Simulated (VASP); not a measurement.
Write the native input for VASP 6.6.1 that does the following.

- Task: single point
- Functional: PBE
- Dispersion: D3(BJ)
- Potentials or basis: VASP PAW PBE potentials, release 64 (In_d, O)
- Cutoff: 520 eV
- k mesh: 12 × 12 × 2
- Occupations: gaussian, width 0.05 eV
- Spin: no spin polarisation
- Dipole correction: no
- Further INCAR settings: ALGO = Normal; EDIFF = 1e-07; NBANDS = 27

The structure of InO lies in POSCAR:

```
InO
1.0
    3.2582940281      0.0000000000      0.0000000000
   -1.6291470140      2.8217654013      0.0000000000
    0.0000000000      0.0000000000     16.2483227879
In O
2 2
Direct
    0.6666666667      0.3333333333      0.5895266171
    0.6666666667      0.3333333333      0.4104733829
    0.0000000000      0.0000000000      0.6398766429
    0.0000000000      0.0000000000      0.3601233571
```

This cell differs from its parent crystal: strain -0.050 along x and y, +0.025 along z.

The input as run:

INCAR

```
ALGO     = Normal         # electronic algorithm
EDIFF    = 1E-7           # SCF threshold, eV
ENCUT    = 520            # plane-wave cutoff, eV
GGA      = PE             # functional
ISIF     = 2              # what is computed and relaxed
ISMEAR   = 0              # smearing method
IVDW     = 12             # dispersion correction
LASPH    = T              # aspherical terms in the spheres
LCHARG   = F              # write CHGCAR
LREAL    = F              # projectors in reciprocal space
LWAVE    = F              # write WAVECAR
NBANDS   = 27             # bands
NELM     = 80             # most SCF steps
PREC     = Accurate       # precision mode
SIGMA    = 0.05           # smearing width, eV
```

KPOINTS

```
k-points
0
Gamma
  12 12 2
```

Potentials or basis: VASP PAW PBE potentials, release 64 (In_d, O).

Command:

```bash
$ cat potpaw_PBE.64/In_d/POTCAR potpaw_PBE.64/O/POTCAR > POTCAR
$ mpirun -np 1 vasp_std > vasp.out
```

Results of the run:

* Largest force: 1.383 eV/Å
* Band gap on the k mesh: 0.21 eV, indirect (least direct gap 1.52 eV)
* Dispersion energy per atom: -0.158 eV

Caveat: the cell differs from its parent crystal (strain -0.050 along x and y, +0.025 along z); spin-orbit coupling is left out, which moves the levels of the heavy elements.

It took 3.4 min on 1 thread of Intel Xeon 6975P-C (shared host), peak memory 0.33 GiB.
